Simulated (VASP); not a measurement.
Set up this calculation in VASP 6.6.1, as the native input.

| Property | Result |
| --- | --- |
| Task | single point |
| Functional | PBEsol |
| Potentials or basis | VASP PAW PBE potentials, release 64 (Ag) |
| Cutoff | 520 eV |
| k mesh | 16 × 16 × 16 |
| Occupations | fermi-dirac, width 0.1 eV |
| Spin | non-collinear spin, zero start, spin-orbit coupling |
| Starting moments | [[0.0, 0.0, 0.0]] μB |
| Dipole correction | no |
| Further INCAR settings | ALGO = Normal; EDIFF = 1e-07; NBANDS = 22 |

The structure of Ag lies in POSCAR:

```
Ag
1.0
    0.0000000000      2.0271489574      2.0271489574
    2.0271489574      0.0000000000      2.0271489574
    2.0271489574      2.0271489574      0.0000000000
Ag
1
Direct
    0.0000000000      0.0000000000      0.0000000000
```

These files were run (other wordings do the same):

INCAR

```
SYSTEM = Ag
PREC = Accurate
ENCUT = 520
EDIFF = 1E-7
ISMEAR = -1
SIGMA = 0.1
LREAL = .FALSE.
LASPH = .TRUE.
NELM = 150
ALGO = Normal
ISIF = 2
LWAVE = .FALSE.
LCHARG = .FALSE.
LNONCOLLINEAR = .TRUE.
MAGMOM = 0 0 0
LORBIT = 11
LSORBIT = .TRUE.
GGA_COMPAT = .FALSE.
LORBMOM = .TRUE.
LMAXMIX = 4
GGA = PS
NBANDS = 22
```

KPOINTS

```
regular mesh
0
G
  16 16 16
  0 0 0
```

Potentials or basis: VASP PAW PBE potentials, release 64 (Ag).

Launch:

```sh
$ cat potpaw_PBE.64/Ag/POTCAR > POTCAR
$ mpirun -np 1 vasp_ncl > vasp.out
```

It gave:

The pressure is -0.3 GPa. The net moment is 0.00 μB per cell and the valence electrons inside the program's atomic spheres are Ag 9.89.

Caveat: the PAW data sets were made with another functional, which shifts forces and pressure a little.

It took 67 s on 1 thread of AMD EPYC 9R45 96-Core Processor (Zen 5), with other jobs on the host, peak memory 0.21 GiB.
